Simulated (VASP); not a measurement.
Input of a VASP 6.6.1 run:

File INCAR:

```
  PREC = Accurate
  ENCUT = 520
  EDIFF = 1E-7
  ISMEAR = -1
  SIGMA = 0.15
  LREAL = F
  LASPH = T
  NELM = 60
  ALGO = Normal
  ISIF = 2
  LWAVE = F
  LCHARG = T
  GGA = PE
  IVDW = 12
  LELF = T
  LVHAR = T
  NBANDS = 87
```

The input KPOINTS:

```
regular mesh
0
Gamma
  3 2 3
```

POSCAR

```
Zr12O
1.0
    6.4600000000      0.0000000000      0.0000000000
   -4.8450000000      8.3917860000      0.0000000000
    0.0000000000      0.0000000000      5.1453900000
Zr O
12 1
Direct
   -0.0010624830      0.0001046801     -0.0051706145
    0.1672338082      0.2226853077      0.5047716531
   -0.0012961766      0.3317845481     -0.0002067957
    0.1667340529      0.5553675889      0.5022363246
    0.0001885687      0.6665241594     -0.0029194933
    0.1662316558      0.8876219481      0.4996295101
    0.5012742876      0.0005283302     -0.0048504512
    0.6672910062      0.2228117117      0.5043493227
    0.5006817585      0.3344884601      0.0014464406
    0.6670887556      0.5557842229      0.5033526735
    0.4987088892      0.6655867127     -0.0007535031
    0.6664449907      0.8887964103      0.5022973391
    0.8330089861      0.1102911199      0.2529374941
```

Potentials or basis: VASP PAW PBE potentials, release 64 (Zr_sv, O).

Run with:

```sh
$ cat potpaw_PBE.64/Zr_sv/POTCAR potpaw_PBE.64/O/POTCAR > POTCAR
$ mpirun -np 1 vasp_std > vasp.out
```

Q: What does it give for the largest force?

A: 0.079 eV/Å.

Q: Predict the pressure.

A: -1.6 GPa.

Stress tensor (GPa, compression positive):
```
-1.86  0.02 -0.03
 0.02 -1.78 -0.07
-0.03 -0.07 -1.26
```

Caveat: the k points lie up to 0.41 Å⁻¹ apart.
